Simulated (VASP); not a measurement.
# Si4C (I4/mmm) in VASP: single point with PBE

Aim: the single point of Si4C with PBE.

Everything below comes from runs of VASP 6.6.1. Logs are shortened: lines on timing, memory, paths and dates and some standing lists are left out, and cuts for length are marked.

## 1. The cell of the first run

It takes space group I4/mmm (No. 139, tetragonal). The conventional cell has a = 4.294 Å, b = 4.294 Å, c = 8.972 Å, α = 90.00°, β = 90.00°, γ = 90.00°. Within 3.2 Å of Si (site symmetry -4m2) lie 8 Si at 2.42 to 3.04 Å and 4 C at 3.10 Å. Within 3.0 Å of Si (site symmetry 4mm) lie 5 Si at 2.27 to 2.42 Å. C (site symmetry 4/mmm) has 18 Si at 3.10 to 3.35 Å within 4.1 Å.

The cell was built from a structure type or drawn by symmetry, and may not be a known phase.

## 2. Single point, PBE, collinear spin

File INCAR:

```
PREC = Accurate
ENCUT = 520
EDIFF = 1E-6
ISMEAR = 0
SIGMA = 0.1
LREAL = F
LASPH = T
NELM = 150
ALGO = Normal
ISIF = 2
LWAVE = F
LCHARG = F
ISPIN = 2
MAGMOM = 0 0 0 0 1.23
LORBIT = 11
GGA = PE
NBANDS = 22
```

File KPOINTS:

```
Automatic mesh
0
Gamma
  14 14 14
```

File POSCAR:

```
Si4C
1.0
   -2.1469103583      2.1469103583      4.4860406764
    2.1469103583     -2.1469103583      4.4860406764
    2.1469103583      2.1469103583     -4.4860406764
Si C
4 1
Direct
    0.7500000000      0.2500000000      0.5000000000
    0.6265508765      0.6265508765      0.0000000000
    0.3734491235      0.3734491235      0.0000000000
    0.2500000000      0.7500000000      0.5000000000
    0.0000000000      0.0000000000      0.0000000000
```

Potentials or basis: VASP PAW PBE potentials, release 64 (Si, C).

The run is started by

```bash
cat potpaw_PBE.64/Si/POTCAR potpaw_PBE.64/C/POTCAR > POTCAR
mpirun -np 1 vasp_std > vasp.out
```

OUTCAR:

```text
PREC = Accurate
   ENCUT = 520
   EDIFF = 1E-6
   ISMEAR = 0
   LREAL = F
   LASPH = T
   NELM = 150
   ISIF = 2
   ISPIN = 2
   LORBIT = 11
   GGA = PE

 ion  position               nearest neighbor table
   1  0.750  0.250  0.500-   3 2.42   2 2.42   3 2.42   2 2.42   4 3.04   4 3.04   4 3.04   4 3.04

   2  0.627  0.627  0.000-   3 2.27   1 2.42   4 2.42   1 2.42   4 2.42
   3  0.373  0.373  0.000-   2 2.27   4 2.42   1 2.42   1 2.42   4 2.42
   4  0.250  0.750  0.500-   3 2.42   2 2.42   3 2.42   2 2.42   1 3.04   1 3.04   1 3.04   1 3.04

   5  0.000  0.000  0.000-

  LATTYP: Found a body centered tetragonal cell.
 ALAT       =     4.2938207166
 C/A-ratio  =     2.0895332956

  Lattice vectors:

 A1 = (  -2.1469103583,   2.1469103583,   4.4860406764)
 A2 = (   2.1469103583,  -2.1469103583,   4.4860406764)
 A3 = (   2.1469103583,   2.1469103583,  -4.4860406764)

Analysis of symmetry for initial positions (statically):
=====================================================================
 Subroutine PRICEL returns:
 Original cell was already a primitive cell.

 Routine SETGRP: Setting up the symmetry group for a
 body centered tetragonal supercell.

 Subroutine GETGRP returns: Found 16 space group operations
 (whereof 16 operations were pure point group operations)
 out of a pool of 16 trial point group operations.

The static configuration has the point symmetry D_4h.

Analysis of symmetry for dynamics (positions and initial velocities):
=====================================================================
 Subroutine PRICEL returns:
 Original cell was already a primitive cell.

 Routine SETGRP: Setting up the symmetry group for a
 body centered tetragonal supercell.

 Subroutine GETGRP returns: Found 16 space group operations
 (whereof 16 operations were pure point group operations)
 out of a pool of 16 trial point group operations.

The dynamic configuration has the point symmetry D_4h.

Analysis of structural, dynamic, and magnetic symmetry:
=====================================================================
 Subroutine PRICEL returns:
 Original cell was already a primitive cell.

 Routine SETGRP: Setting up the symmetry group for a
 body centered tetragonal supercell.

 Subroutine GETGRP returns: Found 16 space group operations
 (whereof 16 operations were pure point group operations)
 out of a pool of 16 trial point group operations.

The overall configuration has the point symmetry D_4h.

 Subroutine INISYM returns: Found 16 space group operations
 (whereof 16 operations are pure point group operations),
 and found     1 'primitive' translations

----------------------------------------------------------------------------------------

                                     Primitive cell

  volume of cell :      82.7087

  direct lattice vectors                    reciprocal lattice vectors
    -2.146910358  2.146910358  4.486040676     0.000000000  0.232892816  0.111456858
     2.146910358 -2.146910358  4.486040676     0.232892816  0.000000000  0.111456858
     2.146910358  2.146910358 -4.486040676     0.232892816  0.232892816  0.000000000

  length of vectors
     5.416918785  5.416918785  5.416918785     0.258189262  0.258189262  0.329360180

  position of ions in fractional coordinates (direct lattice)
     0.750000000  0.250000000  0.500000000
     0.626550876  0.626550876  0.000000000
     0.373449124  0.373449124  0.000000000
     0.250000000  0.750000000  0.500000000
     0.000000000  0.000000000  0.000000000

  ion indices of the primitive-cell ions
   primitive index   ion index
                 1           1
                 2           2
                 3           3
                 4           4
                 5           5

----------------------------------------------------------------------------------------

 KPOINTS: Automatic mesh

Automatic generation of k-mesh.
 Grid dimensions read from file:
 generate k-points for:   14   14   14

 Generating k-lattice:

  Cartesian coordinates                     Fractional coordinates (reciprocal lattice)
     0.000000000  0.016635201  0.007961204     0.071428571  0.000000000  0.000000000
     0.016635201  0.000000000  0.007961204     0.000000000  0.071428571  0.000000000
     0.016635201  0.016635201  0.000000000     0.000000000  0.000000000  0.071428571

  Length of vectors
     0.018442090  0.018442090  0.023525727

  Shift w.r.t. Gamma in fractional coordinates (k-lattice)
     0.000000000  0.000000000  0.000000000

 Subroutine IBZKPT returns following result:
 ===========================================

 Found    244 irreducible k-points:

 Following reciprocal coordinates:
            Coordinates               Weight
  0.000000  0.000000  0.000000      1.000000
  0.071429  0.000000  0.000000      8.000000
  0.142857  0.000000 -0.000000      8.000000
  0.214286 -0.000000  0.000000      8.000000
  0.285714  0.000000  0.000000      8.000000
  0.357143 -0.000000  0.000000      8.000000
[... 16 lines left out ...]
  0.214286  0.142857 -0.000000     16.000000
  0.285714  0.142857  0.000000     16.000000
 [... further k-points ...]
   k-points           NKPTS =    244   k-points in BZ     NKDIM =    244   number of bands    NBANDS=     22
   number of dos      NEDOS =    301   number of ions     NIONS =      5
   total plane-waves  NPLWV =  64000
   dimension x,y,z NGX =    40 NGY =   40 NGZ =   40
   dimension x,y,z NGXF=    80 NGYF=   80 NGZF=   80
   ions per type =               4   1
   NGX,Y,Z   is equivalent  to a cutoff of  12.28, 12.28, 12.28 a.u.
   NGXF,Y,Z  is equivalent  to a cutoff of  24.55, 24.55, 24.55 a.u.
 SYSTEM =  unknown system
   PREC   = accura    normal or accurate (medium, high low for compatibility)
   ISTART =      0    job   : 0-new  1-cont  2-samecut
   ICHARG =      2    charge: 1-file 2-atom 10-const
   ISPIN  =      2    spin polarized calculation?
   LNONCOLLINEAR =      F non collinear calculations
   LSORBIT =      F    spin-orbit coupling
   LASPH  =      T    aspherical Exc in radial PAW
   ENCUT  =  520.0 eV  38.22 Ry    6.18 a.u.  10.07 10.07 10.07*2*pi/ulx,y,z
   NELM   =    150;   NELMIN=  2; NELMDL= -5     # of ELM steps
   EDIFF  = 0.1E-05   stopping-criterion for ELM
   LREAL  =      F    real-space projection
   EDIFFG = 0.1E-04   stopping-criterion for IOM
   NSW    =      0    number of steps for IOM
   IBRION =     -1    ionic relax: 0-MD 1-quasi-New 2-CG
   NFREE  =      0    steps in history (QN), initial steepest desc. (CG)
   ISIF   =      2    stress and relaxation
   ISYM   =      2    0-nonsym 1-usesym 2-fastsym
   POTIM  = 0.5000    time-step for ionic-motion
   TEBEG  =    0.0;   TEEND  =   0.0 temperature during run
   PSTRESS=    0.0 pullay stress
   NELECT =      20.0000    total number of electrons
   NUPDOWN=      -1.0000    fix difference up-down
   EMIN   =  10.00;   EMAX   =-10.00  energy-range for DOS
   EFERMI =   0.00;   METHOD = LEGACY
   ISMEAR =     0;   SIGMA  =   0.10  broadening in eV -4-tet -1-fermi 0-gaus
   EFERMI_NEDOS =   21; number of points for ismear=-14 and -15
   IALGO  =     38    algorithm
   IMIX   =      4    mixing-type and parameters
     AMIX     =   0.40;   BMIX     =  1.00
     AMIX_MAG =   1.60;   BMIX_MAG =  1.00
  volume/ion in A,a.u.               =      16.54       111.63
  Fermi-wavevector in a.u.,A,eV,Ry     =   1.019924  1.927377 14.153393  1.040245
  Thomas-Fermi vector in A             =   2.153465
   LORBIT       =     11    0 simple, 1 ext, 2 COOP (PROOUT), +10 PAW based schemes
   GGA     = PE    functional components
   LHFCALC =     F    Hartree Fock is set to
   AEXX    =    0.0000 exact exchange contribution
   IVDW    =     0    specifies the selected vdW correction
   LEPSILON=     F    determine dielectric tensor
   LRPA    =     F    only Hartree local field effects (RPA)
 spin polarized calculation
 Gauss-broadening in eV      SIGMA  =   0.10
  energy-cutoff  :      520.00
  volume of cell :       82.71
 maximum number of plane-waves:      2256
   NGX = 21   NGY = 21   NGZ = 21

 number of electron      20.0000000 magnetization       1.6743804

 Free energy of the ion-electron system (eV)
  ---------------------------------------------------
  ext. energy  EPLUGINS =         0.00000000
  ---------------------------------------------------
  free energy    TOTEN  =       -23.61280655 eV

  energy without entropy =      -23.59994534  energy(sigma->0) =      -23.60637594

 E-fermi :   6.3572     XC(G=0): -10.1223

 val. band max:        6.3570721045   @ k =   0.2857   0.0714   0.0000
 cond. band min:       6.3572870713   @ k =  -0.4286   0.5000   0.4286
 fundamental gap:      0.0002149668
 Fermi energy:         6.3571678398

 spin component 1

 k-point     1 :       0.0000    0.0000    0.0000
  band No.  band energies     occupation
      1      -6.6635      1.00000
      2      -2.0253      1.00000
      3      -0.0542      1.00000
      4       0.9497      1.00000
      5       1.7486      1.00000
      6       1.9053      1.00000
[... 574 lines left out ...]
      6       2.5200      1.00000
[... 14 lines left out ...]
     21      15.0687      0.00000
     22      16.2214      0.00000

 [... further k-points ...]

 spin component 2

 k-point     1 :       0.0000    0.0000    0.0000
  band No.  band energies     occupation
      1      -6.4300      1.00000
      2      -0.3026      1.00000
      3       0.0076      1.00000
      4       1.0986      1.00000
      5       1.7415      1.00000
      6       1.9758      1.00000
[... 574 lines left out ...]
      6       2.7375      1.00000
[... 14 lines left out ...]
     21      15.2154      0.00000
     22      16.3163      0.00000

 [... further k-points ...]

------------------------ aborting loop because EDIFF is reached ----------------------------------------

  FORCE on cell =-STRESS in cart. coord.  units (eV):
  Direction    XX          YY          ZZ          XY          YZ          ZX
  --------------------------------------------------------------------------------------
  -------------------------------------------------------------------------------------
  Total       -0.0388099     -0.0388099     -0.0440586      0.0000000      0.0000000     -0.0000000
  in kB       -0.7517998     -0.7517998     -0.8534747      0.0000000      0.0000000     -0.0000000
  external PRESSURE =      -0.7856914 kB  Pullay stress =       0.0000000 kB

 VOLUME and BASIS-vectors are now :
 -----------------------------------------------------------------------------
  energy-cutoff  :      520.00
  volume of cell :       82.71
      direct lattice vectors                 reciprocal lattice vectors
    -2.146910358  2.146910358  4.486040676     0.000000000  0.232892816  0.111456858
     2.146910358 -2.146910358  4.486040676     0.232892816  0.000000000  0.111456858
     2.146910358  2.146910358 -4.486040676     0.232892816  0.232892816  0.000000000

 POSITION                                       TOTAL-FORCE (eV/Angst)
 -----------------------------------------------------------------------------------
     -0.00000      2.14691      2.24302         0.000000      0.000000      0.000000
      0.00000      0.00000      5.62147        -0.000000     -0.000000      0.000268
      0.00000      0.00000      3.35062         0.000000      0.000000     -0.000268
      2.14691     -0.00000      2.24302         0.000000      0.000000      0.000000
      0.00000      0.00000      0.00000         0.000000      0.000000      0.000000
 -----------------------------------------------------------------------------------
    total drift:                               -0.000000     -0.000000     -0.000000

  FREE ENERGIE OF THE ION-ELECTRON SYSTEM (eV)
  ---------------------------------------------------
  free  energy   TOTEN  =       -23.6128065521 eV

  energy  without entropy=      -23.5999453357  energy(sigma->0) =      -23.60637594

 total charge

# of ion       s       p       d       tot
------------------------------------------
    1        0.828   0.760   0.000   1.588
    2        0.770   0.912   0.000   1.681
    3        0.770   0.912   0.000   1.681
    4        0.828   0.760   0.000   1.588
    5        1.015   1.017   0.000   2.031
--------------------------------------------------
tot          4.210   4.359   0.000   8.569

 magnetization (x)

# of ion       s       p       d       tot
------------------------------------------
    1        0.006  -0.005   0.000   0.001
    2        0.011   0.016   0.000   0.027
    3        0.011   0.016   0.000   0.027
    4        0.006  -0.005   0.000   0.001
    5        0.032   0.710   0.000   0.742
--------------------------------------------------
tot          0.066   0.732   0.000   0.798
```

Run time: 15 min. Hardware: 1 thread of Oxide Virtual Turin-like, shared host; peak memory 0.68 GiB.

What came out:

| Quantity | Value |
| --- | --- |
| Free energy | -23.6128 eV |
| Pressure | -0.1 GPa |
| Net moment | 1.67 μB per cell |
| Site moments | Si +0.00, +0.03 (each value once); C +0.74 μB |
| Valence electrons inside the program's atomic spheres | Si 1.59, 1.68 (each value once); C 2.03 |
